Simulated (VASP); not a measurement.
A run of VASP 6.6.1 is set up as follows.

The input INCAR:

```
SYSTEM = Al2O3
  PREC = Accurate
  ENCUT = 1340
  EDIFF = 1E-7
  ISMEAR = 0
  SIGMA = 0.01
  LREAL = .FALSE.
  LASPH = .TRUE.
  NELM = 120
  ALGO = Normal
  ISIF = 3
  LWAVE = .FALSE.
  LCHARG = .FALSE.
  GGA = PS
  IBRION = 2
  NSW = 80
  EDIFFG = -0.02
  GGA_COMPAT = .FALSE.
  NELMIN = 4
```

File KPOINTS:

```
regular mesh
0
G
  8 8 3
  0 0 0
```

Contents of POSCAR:

```
Al2O3
1.0
    3.0174825400      0.0000000000      0.0000000000
   -1.5087412700      2.6132165400      0.0000000000
    0.0000000000      0.0000000000      7.5746360000
Al O
2 3
Direct
    0.0000000000      0.0000000000      0.2779509999
    0.0000000000      0.0000000000      0.7220490001
    0.3333333286      0.6666666705      0.1994540002
    0.6666666714      0.3333333295      0.8005459998
    0.0000000000      0.0000000000      0.5000000000
```

Potentials or basis: VASP PAW PBE potentials, release 64 (Al, O_h).

Launch:

```bash
$ cat potpaw_PBE.64/Al/POTCAR potpaw_PBE.64/O_h/POTCAR > POTCAR
$ mpirun -np 1 vasp_std > vasp.out
```

Task: Estimate the relaxed cell.

Result: a = 2.987 Å, b = 2.987 Å, c = 7.558 Å, α = 90.00°, β = 90.00°, γ = 120.00°.

Task: What does it give for the relaxed volume?

Result: 11.68 Å³/atom.

Task: What does it give for the space group after relaxing (to 0.1 Å)?

Result: P-3m1 (No. 164).

Final structure:
```xyz
5
Lattice="2.9874 0.0000 0.0000 -1.4937 2.5872 0.0000 0.0000 0.0000 7.5582" Properties=species:S:1:pos:R:3 pbc="T T T"
Al    1.4937    2.5872    2.1055
Al    2.9874    0.0000    5.4527
O     0.0000    1.7248    1.5098
O     1.4937    0.8624    6.0484
O     1.4937    2.5872    3.7791
```

Caveat: the PAW data sets were made with another functional, which shifts forces and pressure a little.
